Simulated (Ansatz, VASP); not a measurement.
**One calculation of ZnS, two programs**

```xyz
4
Lattice="3.8463 0.0000 0.0000 -1.9232 3.3310 0.0000 0.0000 0.0000 6.3031" Properties=species:S:1:pos:R:3 pbc="T T T"
Zn    0.0000    2.2207    0.0327
Zn    1.9232    1.1103    3.1843
S     0.0000    2.2207    2.3940
S     1.9232    1.1103    5.5455
```

Alike in both runs: functional PBE; k mesh 6 × 6 × 4; no spin polarisation.

Ansatz relaxed the structure, and its values are those at the end. VASP's run is a single point on that final structure, the one shown.

```csv
,VASP,Ansatz
version,VASP 6.6.1,Ansatz 0.2.0
potentials or method,"VASP PAW PBE potentials, release 64 (Zn, S)","plane waves, PAW"
plane-wave cutoff (eV),520,420
occupations,"gaussian, width 0.01 eV",fixed
valence electrons in the cell,36,36
```

|  | VASP | Ansatz | Ansatz less VASP |
| --- | --- | --- | --- |
| pressure (GPa) | 0.1 | 0.0 | -0.14 |
